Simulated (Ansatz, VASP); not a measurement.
Fe in VASP and in Ansatz

```
Fe
1.0
    -1.34982    1.34982    1.34982
     1.34982   -1.34982    1.34982
     1.34982    1.34982   -1.34982
Fe
1
Direct
  0.00000 0.00000 0.00000
```

Alike in both runs: task single point; functional LDA; k mesh 16 × 16 × 16; no spin polarisation.

|  | VASP | Ansatz |
| --- | --- | --- |
| version | VASP 6.6.1 | Ansatz 0.2.0 |
| potentials or method | VASP PAW LDA potentials, release 64 (Fe), cutoff 600 eV | plane waves (420 eV) with PAW, scalar-relativistic |
| occupations | methfessel-paxton of order 1, width 0.3 eV | cold, width 0.3 eV |
| valence electrons in the cell | 8 | 16 |

Ansatz gave:

```
pressure (GPa) : -0.8
```

Problem. Estimate VASP's values.

Solution. Pressure (GPa): -1.3.

Ansatz warns that its potentials were made for another functional, while VASP's fit it. LDA's correlation is that of Perdew and Zunger in VASP and of Perdew and Wang (1992) in Ansatz. VASP's potentials hold 8 valence electrons a cell and Ansatz's 16, so a difference there can come from the potentials and not from the codes.
